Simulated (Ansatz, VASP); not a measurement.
**One calculation of Sr, two programs**

```
Sr
1.0
     0.00000    2.96845    2.96845
     2.96845    0.00000    2.96845
     2.96845    2.96845    0.00000
Sr
1
Direct
  0.00000 0.00000 0.00000
```

Alike in both runs: task single point; functional r2SCAN; k mesh 15 × 15 × 15; occupations fermi-dirac, width 0.1 eV; no spin polarisation.

```csv
,VASP,Ansatz
version,VASP 6.6.1,Ansatz 0.2.0
potentials or method,"VASP PAW PBE potentials, release 64 (Sr_sv), cutoff 520 eV","plane waves (500 eV) with PAW, scalar-relativistic"
valence electrons in the cell,10,10
```

|  | VASP | Ansatz | Ansatz less VASP |
| --- | --- | --- | --- |
| pressure (GPa) | 1.2 | 1.1 | -0.02 |

VASP's potentials were made for PBE, not for r2SCAN. With one functional, cell and mesh, what is left measures potentials, basis and numerics.
